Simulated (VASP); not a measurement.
Input of a VASP 6.6.1 run:

File INCAR:

```
SYSTEM = SiGe4
ALGO = Normal
DIPOL = 0.5 0.5 0.315
EDIFF = 1E-6
ENCUT = 520
GGA = PE
IDIPOL = 3
ISIF = 2
ISMEAR = 0
LASPH = .TRUE.
LCHARG = .FALSE.
LDIPOL = .TRUE.
LREAL = .FALSE.
LWAVE = .FALSE.
NBANDS = 38
NELM = 80
PREC = Accurate
SIGMA = 0.1
```

The input KPOINTS:

```
k-points
0
G
  9 9 1
  0 0 0
```

Contents of POSCAR:

```
SiGe4
1.0
    4.0740542171      0.0000000000      0.0000000000
   -2.0370271085      3.5282344484      0.0000000000
    0.0000000000      0.0000000000     19.7403205846
Ge Si
4 1
Direct
    0.3333333333      0.6666666667      0.2026309544
    0.0000000000      0.0000000000      0.2447585800
    0.0000000000      0.0000000000      0.3792011874
    0.6666666667      0.3333333333      0.4174360061
    1.3333333333      0.6666666667      0.3288185166
```

Potentials or basis: VASP PAW PBE potentials, release 64 (Ge_d, Si).

Launch:

```bash
$ cat potpaw_PBE.64/Ge_d/POTCAR potpaw_PBE.64/Si/POTCAR > POTCAR
$ mpirun -np 1 vasp_std > vasp.out
```

(1) What does it give for the band gap on the k mesh?

(2) What does it give for the largest force?

Results:

(1) zero (band 30 reaches 0.09 eV, above the bottom of band 31 at -0.56 eV).

(2) 0.824 eV/Å.
